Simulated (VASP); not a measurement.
Input of a VASP 6.6.1 run:

The input INCAR:

```
PREC = Accurate ; ENCUT = 520
EDIFF = 1E-7 ; ISMEAR = 0
SIGMA = 0.1 ; LREAL = F
LASPH = T ; NELM = 60
ALGO = Fast ; ISIF = 2
LWAVE = F ; LCHARG = T
GGA = PE ; LELF = T
LVHAR = T ; NBANDS = 18
```

File KPOINTS:

```
Automatic mesh
0
Gamma
  22 22 22
```

The input POSCAR:

```
Ta
1.0
   -2.6452362734      2.6452362734      1.4060909693
    2.6452362734     -2.6452362734      1.4060909693
    2.6452362734      2.6452362734     -1.4060909693
Ta
2
Direct
    0.0000000000      0.0000000000      0.0000000000
    0.7500000000      0.2500000000      0.5000000000
```

Potentials or basis: VASP PAW PBE potentials, release 64 (Ta_pv).

Run with:

```sh
$ cat potpaw_PBE.64/Ta_pv/POTCAR > POTCAR
$ mpirun -np 1 vasp_std > vasp.out
```

Problem. What does it give for the band gap on the k mesh?

Solution. Zero (bands 11 and 12 overlap by 1.47 eV).

Problem. Estimate the pressure.

Solution. 0.1 GPa.

Caveat: spin-orbit coupling is left out, which moves the levels of the heavy elements.
